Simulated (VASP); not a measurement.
# Cd2HgTe3 (I4/mmm) in VASP: single point with PBE

Aim: the single point of Cd2HgTe3 with PBE.

Program: VASP 6.6.1. These are calculated values, not measurements. Logs are shortened: lines on timing, memory, paths and dates and some standing lists are left out, and cuts for length are marked.

## Step 1: The cell of the first run

The structure is tetragonal, space group I4/mmm (No. 139). The conventional cell has a = 4.384 Å, b = 4.384 Å, c = 18.600 Å, α = 90.00°, β = 90.00°, γ = 90.00°. Cd (site symmetry 4mm) has 6 Te at 3.10 Å within 4.1 Å. Within 4.1 Å of Hg (site symmetry 4/mmm) lie 6 Te at 3.10 Å. Within 4.1 Å of Te (site symmetry 4/mmm) lie 4 Hg at 3.10 Å and 2 Cd at 3.10 Å. Within 4.1 Å of Te (site symmetry 4mm) lie 5 Cd at 3.10 Å and 1 Hg at 3.10 Å.

## Step 2: Single point, PBE

Contents of INCAR:

```
  PREC = Accurate
  ENCUT = 520
  EDIFF = 1E-6
  ISMEAR = 0
  SIGMA = 0.1
  LREAL = F
  LASPH = T
  NELM = 60
  ALGO = Normal
  ISIF = 2
  LWAVE = F
  LCHARG = F
  GGA = PE
  NBANDS = 36
```

Contents of KPOINTS:

```
Automatic mesh
0
Gamma
  6 6 6
```

Contents of POSCAR:

```
Cd2HgTe3
1.0
   -2.1919873100      2.1919873100      9.2998145400
    2.1919873100     -2.1919873100      9.2998145400
    2.1919873100      2.1919873100     -9.2998145400
Cd Hg Te
2 1 3
Direct
    0.8333333300      0.8333333300      0.0000000000
    0.1666666700      0.1666666700      0.0000000000
    0.5000000000      0.5000000000      0.0000000000
    0.0000000000      0.0000000000      0.0000000000
    0.6666666700      0.6666666700      0.0000000000
    0.3333333300      0.3333333300      0.0000000000
```

Potentials or basis: VASP PAW PBE potentials, release 64 (Cd, Hg, Te).

Run with:

```console
$ cat potpaw_PBE.64/Cd/POTCAR potpaw_PBE.64/Hg/POTCAR potpaw_PBE.64/Te/POTCAR > POTCAR
$ mpirun -np 1 vasp_std > vasp.out
```

OUTCAR:

```text
PREC = Accurate
   ENCUT = 520
   EDIFF = 1E-6
   ISMEAR = 0
   LREAL = F
   LASPH = T
   NELM = 60
   ISIF = 2
   GGA = PE

 ion  position               nearest neighbor table
   1  0.833  0.833  0.000-   5 3.10   6 3.10   6 3.10   6 3.10   6 3.10   4 3.10
   2  0.167  0.167  0.000-   6 3.10   5 3.10   5 3.10   5 3.10   5 3.10   4 3.10
   3  0.500  0.500  0.000-   4 3.10   4 3.10   4 3.10   4 3.10   6 3.10   5 3.10
   4  0.000  0.000  0.000-   3 3.10   3 3.10   3 3.10   3 3.10   2 3.10   1 3.10
   5  0.667  0.667  0.000-   1 3.10   2 3.10   2 3.10   2 3.10   2 3.10   3 3.10
   6  0.333  0.333  0.000-   2 3.10   1 3.10   1 3.10   1 3.10   1 3.10   3 3.10

  LATTYP: Found a body centered tetragonal cell.
 ALAT       =     4.3839746200
 C/A-ratio  =     4.2426406839

  Lattice vectors:

 A1 = (  -2.1919873100,   2.1919873100,   9.2998145400)
 A2 = (   2.1919873100,  -2.1919873100,   9.2998145400)
 A3 = (   2.1919873100,   2.1919873100,  -9.2998145400)

Analysis of symmetry for initial positions (statically):
=====================================================================
 Subroutine PRICEL returns:
 Original cell was already a primitive cell.

 Routine SETGRP: Setting up the symmetry group for a
 body centered tetragonal supercell.

 Subroutine GETGRP returns: Found 16 space group operations
 (whereof 16 operations were pure point group operations)
 out of a pool of 16 trial point group operations.

The static configuration has the point symmetry D_4h.

Analysis of symmetry for dynamics (positions and initial velocities):
=====================================================================
 Subroutine PRICEL returns:
 Original cell was already a primitive cell.

 Routine SETGRP: Setting up the symmetry group for a
 body centered tetragonal supercell.

 Subroutine GETGRP returns: Found 16 space group operations
 (whereof 16 operations were pure point group operations)
 out of a pool of 16 trial point group operations.

The dynamic configuration has the point symmetry D_4h.

 Subroutine INISYM returns: Found 16 space group operations
 (whereof 16 operations are pure point group operations),
 and found     1 'primitive' translations

----------------------------------------------------------------------------------------

                                     Primitive cell

  volume of cell :     178.7353

  direct lattice vectors                    reciprocal lattice vectors
    -2.191987310  2.191987310  9.299814540     0.000000000  0.228103510  0.053764513
     2.191987310 -2.191987310  9.299814540     0.228103510  0.000000000  0.053764513
[... 95 lines left out ...]
   EDIFFG = 0.1E-04   stopping-criterion for IOM
   NSW    =      0    number of steps for IOM
   IBRION =     -1    ionic relax: 0-MD 1-quasi-New 2-CG
   NFREE  =      0    steps in history (QN), initial steepest desc. (CG)
   ISIF   =      2    stress and relaxation
   ISYM   =      2    0-nonsym 1-usesym 2-fastsym
   POTIM  = 0.5000    time-step for ionic-motion
   TEBEG  =    0.0;   TEEND  =   0.0 temperature during run
   PSTRESS=    0.0 pullay stress
   NELECT =      54.0000    total number of electrons
   NUPDOWN=      -1.0000    fix difference up-down
   EMIN   =  10.00;   EMAX   =-10.00  energy-range for DOS
   EFERMI =   0.00;   METHOD = LEGACY
   ISMEAR =     0;   SIGMA  =   0.10  broadening in eV -4-tet -1-fermi 0-gaus
   EFERMI_NEDOS =   21; number of points for ismear=-14 and -15
   IALGO  =     38    algorithm
   IMIX   =      4    mixing-type and parameters
     AMIX     =   0.40;   BMIX     =  1.00
     AMIX_MAG =   1.60;   BMIX_MAG =  1.00
  volume/ion in A,a.u.               =      29.79       201.03
  Fermi-wavevector in a.u.,A,eV,Ry     =   1.098507  2.075876 16.418375  1.206717
  Thomas-Fermi vector in A             =   2.234885
   LORBIT       =      0    0 simple, 1 ext, 2 COOP (PROOUT), +10 PAW based schemes
   GGA     = PE    functional components
   LHFCALC =     F    Hartree Fock is set to
   AEXX    =    0.0000 exact exchange contribution
   IVDW    =     0    specifies the selected vdW correction
   LEPSILON=     F    determine dielectric tensor
   LRPA    =     F    only Hartree local field effects (RPA)
 non-spin polarized calculation
 Gauss-broadening in eV      SIGMA  =   0.10
  energy-cutoff  :      520.00
  volume of cell :      178.74
 maximum number of plane-waves:      4887
 NGX is ok and might be reduce to    80
   NGX = 37   NGY = 37   NGZ = 37

 number of electron      53.9999999 magnetization

 Free energy of the ion-electron system (eV)
  ---------------------------------------------------
  ext. energy  EPLUGINS =         0.00000000
  ---------------------------------------------------
  free energy    TOTEN  =       -12.20624424 eV

  energy without entropy =      -12.18243337  energy(sigma->0) =      -12.19433880

 E-fermi :   3.5831     XC(G=0):  -9.5486

 val. band max:        3.5759015205   @ k =   0.5000   0.5000   0.3333
 cond. band min:       3.5883221421   @ k =   0.1667   0.1667   0.1667
 fundamental gap:      0.0124206215
 Fermi energy:         3.5831269793

 k-point     1 :       0.0000    0.0000    0.0000
  band No.  band energies     occupation
      1      -7.8713      2.00000
      2      -7.2093      2.00000
      3      -7.1121      2.00000
      4      -4.6036      2.00000
      5      -4.5885      2.00000
      6      -4.5765      2.00000
[... 925 lines left out ...]
     35       9.6859      0.00000
     36       9.7107      0.00000

 [... further k-points ...]
[... 5 lines left out ...]
  --------------------------------------------------------------------------------------
  -------------------------------------------------------------------------------------
  Total       -1.5549612     -1.5549612     -1.2698762      0.0000000     -0.0000000      0.0000000
  in kB      -13.9386206    -13.9386206    -11.3831279      0.0000000     -0.0000000      0.0000000
  external PRESSURE =     -13.0867897 kB  Pullay stress =       0.0000000 kB

 VOLUME and BASIS-vectors are now :
 -----------------------------------------------------------------------------
  energy-cutoff  :      520.00
  volume of cell :      178.74
      direct lattice vectors                 reciprocal lattice vectors
    -2.191987310  2.191987310  9.299814540     0.000000000  0.228103510  0.053764513
     2.191987310 -2.191987310  9.299814540     0.228103510  0.000000000  0.053764513
     2.191987310  2.191987310 -9.299814540     0.228103510  0.228103510  0.000000000

 POSITION                                       TOTAL-FORCE (eV/Angst)
 -----------------------------------------------------------------------------------
      0.00000      0.00000     15.49969         0.000000      0.000000     -0.088605
      0.00000      0.00000      3.09994         0.000000      0.000000      0.088605
      0.00000      0.00000      9.29981         0.000000      0.000000     -0.000000
      0.00000      0.00000      0.00000         0.000000      0.000000     -0.000000
      0.00000      0.00000     12.39975        -0.000000     -0.000000      0.225284
      0.00000      0.00000      6.19988        -0.000000     -0.000000     -0.225284
 -----------------------------------------------------------------------------------
    total drift:                                0.000000      0.000000      0.000000

  FREE ENERGIE OF THE ION-ELECTRON SYSTEM (eV)
  ---------------------------------------------------
  free  energy   TOTEN  =       -12.2062442357 eV

  energy  without entropy=      -12.1824333729  energy(sigma->0) =      -12.19433880
```

It took 13 min on 1 thread of Intel Xeon Platinum 8375C at 2.90GHz (Ice Lake), shared host; peak memory 1 GiB.

Results:

- Free energy: -12.2062 eV
- Pressure: -1.3 GPa
- Largest force: 0.225 eV/Å
- Band gap on the k mesh: zero (bands 27 and 28 overlap by 1.81 eV)

Forces on the atoms (eV/Å):
```
Cd   0.000  0.000 -0.089
Cd   0.000  0.000  0.089
Hg   0.000  0.000  0.000
Te   0.000  0.000  0.000
Te   0.000  0.000  0.225
Te   0.000  0.000 -0.225
```

Levels at points of the mesh, in eV from the Fermi level:
| k point | band 25 | band 26 | band 27 | band 28 | band 29 | band 30 |
| --- | --- | --- | --- | --- | --- | --- |
| (0.00, 0.00, 0.00) | -0.79 | -0.47 | -0.47 | -0.47 | 0.11 | 0.11 |
| (0.50, 0.00, 0.00) | -0.08 | 0.07 | 0.18 | 2.39 | 2.75 | 2.81 |
| (0.50, 0.50, 0.00) | -2.44 | -1.94 | -1.94 | -1.60 | 0.94 | 1.17 |
| (0.50, 0.50, 0.50) | -0.92 | -0.92 | -0.80 | -0.80 | 2.03 | 2.26 |

Caveat: spin-orbit coupling is left out, which moves the levels of the heavy elements.
